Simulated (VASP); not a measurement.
# AlCo (P4/mmm) in VASP: single point with PBE

Aim: the single point of AlCo with PBE.

All numbers are computed with VASP 6.6.1; they aren't measurements. Logs are shortened: lines on timing, memory, paths and dates and some standing lists are left out, and cuts for length are marked.

### Step 1. The cell of the first run

The structure is tetragonal, space group P4/mmm (No. 123). The conventional cell has a = 2.852 Å, b = 2.852 Å, c = 3.137 Å, α = 90.00°, β = 90.00°, γ = 90.00°. Within 3.4 Å of Al (site symmetry 4/mmm) lie 8 Co at 2.55 Å and 6 Al at 2.85 to 3.14 Å. Co (site symmetry 4/mmm) has 8 Al at 2.55 Å and 6 Co at 2.85 to 3.14 Å within 3.4 Å.

### Step 2. Single point, PBE (strain +0.1000 x Voigt [1, 0, 0, 0, 0, 0])

INCAR reads:

```
SYSTEM = AlCo
PREC = Accurate
ENCUT = 520
EDIFF = 1E-6
ISMEAR = 0
SIGMA = 0.15
LREAL = .FALSE.
LASPH = .TRUE.
NELM = 80
ALGO = Fast
ISIF = 2
LWAVE = .FALSE.
LCHARG = .FALSE.
GGA = PE
NBANDS = 13
```

KPOINTS reads:

```
Automatic mesh
0
G
  22 22 22
  0 0 0
```

POSCAR reads:

```
AlCo
1.0
    3.1370926503      0.0000000000      0.0000000000
    0.0000000000      2.8519024094      0.0000000000
    0.0000000000      0.0000000000      2.8519024094
Al Co
1 1
Direct
    0.0000000000      0.0000000000      0.0000000000
    0.5000000000      0.5000000000      0.5000000000
```

Potentials or basis: VASP PAW PBE potentials, release 64 (Al, Co).

Started as:

```console
$ cat potpaw_PBE.64/Al/POTCAR potpaw_PBE.64/Co/POTCAR > POTCAR
$ mpirun -np 1 vasp_std > vasp.out
```

OUTCAR:

```text
SYSTEM = AlCo
   PREC = Accurate
   ENCUT = 520
   EDIFF = 1E-6
   ISMEAR = 0
   LREAL = .FALSE.
   LASPH = .TRUE.
   NELM = 80
   ISIF = 2
   GGA = PE

 ion  position               nearest neighbor table
   1  0.000  0.000  0.000-   2 2.55   2 2.55   2 2.55   2 2.55   2 2.55   2 2.55   2 2.55   2 2.55

   2  0.500  0.500  0.500-   1 2.55   1 2.55   1 2.55   1 2.55   1 2.55   1 2.55   1 2.55   1 2.55

  LATTYP: Found a simple tetragonal cell.
 ALAT       =     2.8519024094
 C/A-ratio  =     1.1000000000

  Lattice vectors:

 A1 = (   0.0000000000,   2.8519024094,   0.0000000000)
 A2 = (   0.0000000000,   0.0000000000,   2.8519024094)
 A3 = (   3.1370926503,   0.0000000000,   0.0000000000)

Analysis of symmetry for initial positions (statically):
=====================================================================
 Subroutine PRICEL returns:
 Original cell was already a primitive cell.

 Routine SETGRP: Setting up the symmetry group for a
 simple tetragonal supercell.

 Subroutine GETGRP returns: Found 16 space group operations
 (whereof 16 operations were pure point group operations)
 out of a pool of 16 trial point group operations.

The static configuration has the point symmetry D_4h.

Analysis of symmetry for dynamics (positions and initial velocities):
=====================================================================
 Subroutine PRICEL returns:
 Original cell was already a primitive cell.

 Routine SETGRP: Setting up the symmetry group for a
 simple tetragonal supercell.

 Subroutine GETGRP returns: Found 16 space group operations
 (whereof 16 operations were pure point group operations)
 out of a pool of 16 trial point group operations.

The dynamic configuration has the point symmetry D_4h.

 Subroutine INISYM returns: Found 16 space group operations
 (whereof 16 operations are pure point group operations),
 and found     1 'primitive' translations

----------------------------------------------------------------------------------------

                                     Primitive cell

  volume of cell :      25.5151

  direct lattice vectors                    reciprocal lattice vectors
     3.137092650  0.000000000  0.000000000     0.318766486  0.000000000  0.000000000
     0.000000000  2.851902409  0.000000000     0.000000000  0.350643134  0.000000000
     0.000000000  0.000000000  2.851902409     0.000000000  0.000000000  0.350643134

  length of vectors
     3.137092650  2.851902409  2.851902409     0.318766486  0.350643134  0.350643134

  position of ions in fractional coordinates (direct lattice)
     0.000000000  0.000000000  0.000000000
     0.500000000  0.500000000  0.500000000

  ion indices of the primitive-cell ions
   primitive index   ion index
                 1           1
                 2           2

----------------------------------------------------------------------------------------

 KPOINTS: Automatic mesh

Automatic generation of k-mesh.
 Grid dimensions read from file:
 generate k-points for:   22   22   22

 Generating k-lattice:

  Cartesian coordinates                     Fractional coordinates (reciprocal lattice)
     0.014489386  0.000000000  0.000000000     0.045454545  0.000000000  0.000000000
     0.000000000  0.015938324  0.000000000     0.000000000  0.045454545  0.000000000
     0.000000000  0.000000000  0.015938324     0.000000000  0.000000000  0.045454545

  Length of vectors
     0.014489386  0.015938324  0.015938324

  Shift w.r.t. Gamma in fractional coordinates (k-lattice)
     0.000000000  0.000000000  0.000000000

 Subroutine IBZKPT returns following result:
 ===========================================

 Found    936 irreducible k-points:

 Following reciprocal coordinates:
            Coordinates               Weight
  0.000000  0.000000  0.000000      1.000000
  0.045455  0.000000  0.000000      2.000000
  0.090909  0.000000  0.000000      2.000000
  0.136364  0.000000  0.000000      2.000000
  0.181818  0.000000  0.000000      2.000000
  0.227273  0.000000  0.000000      2.000000
[... 16 lines left out ...]
  0.454545  0.045455  0.000000      8.000000
  0.500000  0.045455  0.000000      4.000000
 [... further k-points ...]
   k-points           NKPTS =    936   k-points in BZ     NKDIM =    936   number of bands    NBANDS=     13
   number of dos      NEDOS =    301   number of ions     NIONS =      2
   total plane-waves  NPLWV =  13824
   dimension x,y,z NGX =    24 NGY =   24 NGZ =   24
   dimension x,y,z NGXF=    48 NGYF=   48 NGZF=   48
   ions per type =               1   1
   NGX,Y,Z   is equivalent  to a cutoff of  12.72, 13.99, 13.99 a.u.
   NGXF,Y,Z  is equivalent  to a cutoff of  25.44, 27.98, 27.98 a.u.
 SYSTEM =  AlCo
   PREC   = accura    normal or accurate (medium, high low for compatibility)
   ISTART =      0    job   : 0-new  1-cont  2-samecut
   ICHARG =      2    charge: 1-file 2-atom 10-const
   ISPIN  =      1    spin polarized calculation?
   LNONCOLLINEAR =      F non collinear calculations
   LSORBIT =      F    spin-orbit coupling
   LASPH  =      T    aspherical Exc in radial PAW
   ENCUT  =  520.0 eV  38.22 Ry    6.18 a.u.   5.83  5.30  5.30*2*pi/ulx,y,z
   NELM   =     80;   NELMIN=  2; NELMDL= -5     # of ELM steps
   EDIFF  = 0.1E-05   stopping-criterion for ELM
   LREAL  =      F    real-space projection
   EDIFFG = 0.1E-04   stopping-criterion for IOM
   NSW    =      0    number of steps for IOM
   IBRION =     -1    ionic relax: 0-MD 1-quasi-New 2-CG
   NFREE  =      0    steps in history (QN), initial steepest desc. (CG)
   ISIF   =      2    stress and relaxation
   ISYM   =      2    0-nonsym 1-usesym 2-fastsym
   POTIM  = 0.5000    time-step for ionic-motion
   TEBEG  =    0.0;   TEEND  =   0.0 temperature during run
   PSTRESS=    0.0 pullay stress
   NELECT =      12.0000    total number of electrons
   NUPDOWN=      -1.0000    fix difference up-down
   EMIN   =  10.00;   EMAX   =-10.00  energy-range for DOS
   EFERMI =   0.00;   METHOD = LEGACY
   ISMEAR =     0;   SIGMA  =   0.15  broadening in eV -4-tet -1-fermi 0-gaus
   EFERMI_NEDOS =   21; number of points for ismear=-14 and -15
   IALGO  =     68    algorithm
   IMIX   =      4    mixing-type and parameters
     AMIX     =   0.40;   BMIX     =  1.00
     AMIX_MAG =   1.60;   BMIX_MAG =  1.00
  volume/ion in A,a.u.               =      12.76        86.09
  Fermi-wavevector in a.u.,A,eV,Ry     =   1.273121  2.405850 22.052828  1.620837
  Thomas-Fermi vector in A             =   2.405962
   LORBIT       =      0    0 simple, 1 ext, 2 COOP (PROOUT), +10 PAW based schemes
   GGA     = PE    functional components
   LHFCALC =     F    Hartree Fock is set to
   AEXX    =    0.0000 exact exchange contribution
   IVDW    =     0    specifies the selected vdW correction
   LEPSILON=     F    determine dielectric tensor
   LRPA    =     F    only Hartree local field effects (RPA)
 non-spin polarized calculation
 RMM-DIIS sequential band-by-band and
 Gauss-broadening in eV      SIGMA  =   0.15
  energy-cutoff  :      520.00
  volume of cell :       25.52
 maximum number of plane-waves:       712
 NGX is ok and might be reduce to    24
   NGX = 11   NGY = 11   NGZ = 11

 number of electron      11.9999995 magnetization

 Free energy of the ion-electron system (eV)
  ---------------------------------------------------
  ext. energy  EPLUGINS =         0.00000000
  ---------------------------------------------------
  free energy    TOTEN  =       -11.84343563 eV

  energy without entropy =      -11.83077733  energy(sigma->0) =      -11.83710648

 E-fermi :   9.1532     XC(G=0): -11.7999

 val. band max:        9.1507438755   @ k =   0.3636   0.0455   0.0000
 cond. band min:       9.1538418066   @ k =   0.4091   0.1364   0.0909
 fundamental gap:      0.0030979311
 Fermi energy:         9.1531900833

 k-point     1 :       0.0000    0.0000    0.0000
  band No.  band energies     occupation
      1      -1.1160      2.00000
      2       6.7055      2.00000
      3       6.8458      2.00000
      4       8.5433      2.00000
      5       8.5433      2.00000
      6       8.8044      1.99899
      7      12.8095      0.00000
      8      15.9238      0.00000
      9      15.9238      0.00000
     10      16.9651      0.00000
     11      17.9877      0.00000
     12      23.0557      0.00000
     13      29.2206      0.00000

 k-point     2 :       0.0455    0.0000    0.0000
  band No.  band energies     occupation
      1      -1.0839      2.00000
      2       6.6906      2.00000
      3       6.8527      2.00000
      4       8.5312      2.00000
      5       8.5312      2.00000
      6       8.8055      1.99896
      7      12.5545      0.00000
      8      15.9671      0.00000
      9      15.9671      0.00000
     10      17.2588      0.00000
     11      17.9816      0.00000
     12      23.1064      0.00000
     13      28.8087      0.00000

 k-point     3 :       0.0909    0.0000    0.0000
  band No.  band energies     occupation
      1      -0.9876      2.00000
      2       6.6405      2.00000
      3       6.8727      2.00000
      4       8.4961      2.00000
      5       8.4961      2.00000
      6       8.8085      1.99884
      7      11.9532      0.00000
      8      16.0956      0.00000
      9      16.0956      0.00000
     10      17.9635      0.00000
     11      17.9730      0.00000
     12      23.2658      0.00000
     13      27.9612      0.00000
[... 305 lines left out ...]
 k-point    23 :       0.4545    0.0455    0.0000
  band No.  band energies     occupation
      1       1.8953      2.00000
      2       3.3713      2.00000
      3       7.2052      2.00000
      4       8.0074      2.00000
      5       8.0301      2.00000
      6       8.8392      1.99692
      7       9.0088      1.82658
      8      17.3664      0.00000
      9      19.4684      0.00000
     10      19.6166      0.00000
     11      20.7220      0.00000
     12      20.9955      0.00000
     13      23.2580      0.00000

 k-point    24 :       0.5000    0.0455    0.0000
  band No.  band energies     occupation
      1       2.2075      2.00000
      2       3.0286      2.00000
      3       7.2133      2.00000
      4       7.9985      2.00000
      5       8.0206      2.00000
      6       8.8403      1.99682
      7       8.9951      1.86386
      8      17.3900      0.00000
      9      19.8476      0.00000
     10      20.2557      0.00000
     11      20.2722      0.00000
     12      20.3140      0.00000
     13      23.3763      0.00000

 [... further k-points ...]

------------------------ aborting loop because EDIFF is reached ----------------------------------------

  FORCE on cell =-STRESS in cart. coord.  units (eV):
  Direction    XX          YY          ZZ          XY          YZ          ZX
  --------------------------------------------------------------------------------------
  -------------------------------------------------------------------------------------
  Total       -2.9092521     -1.7156051     -1.7156051      0.0000000      0.0000000      0.0000000
  in kB     -182.6817936   -107.7286540   -107.7286540      0.0000000      0.0000000      0.0000000
  external PRESSURE =    -132.7130339 kB  Pullay stress =       0.0000000 kB

 VOLUME and BASIS-vectors are now :
 -----------------------------------------------------------------------------
  energy-cutoff  :      520.00
  volume of cell :       25.52
      direct lattice vectors                 reciprocal lattice vectors
     3.137092650  0.000000000  0.000000000     0.318766486  0.000000000  0.000000000
     0.000000000  2.851902409  0.000000000     0.000000000  0.350643134  0.000000000
     0.000000000  0.000000000  2.851902409     0.000000000  0.000000000  0.350643134

 POSITION                                       TOTAL-FORCE (eV/Angst)
 -----------------------------------------------------------------------------------
      0.00000      0.00000      0.00000         0.000000      0.000000      0.000000
      1.56855      1.42595      1.42595         0.000000      0.000000      0.000000
 -----------------------------------------------------------------------------------
    total drift:                                0.000000     -0.000000     -0.000000

  FREE ENERGIE OF THE ION-ELECTRON SYSTEM (eV)
  ---------------------------------------------------
  free  energy   TOTEN  =       -11.8434356321 eV

  energy  without entropy=      -11.8307773303  energy(sigma->0) =      -11.83710648
```

Run time: 4 min. Hardware: 1 thread of Intel Xeon Platinum 8259CL at 2.50GHz (Skylake/Cascade Lake), shared host; peak memory 0.42 GiB.

Results:

| Quantity | Value |
| --- | --- |
| Free energy | -11.8434 eV |
| Pressure | -13.3 GPa |
| Band gap on the k mesh | zero (bands 6 and 7 overlap by 2.62 eV) |

Caveat: the cell differs from its parent crystal (strain +0.1000 x Voigt [1, 0, 0, 0, 0, 0]); the stress differs along the axes, from -18 to -11 GPa; the run has no spin polarisation, though such a crystal can be magnetic.
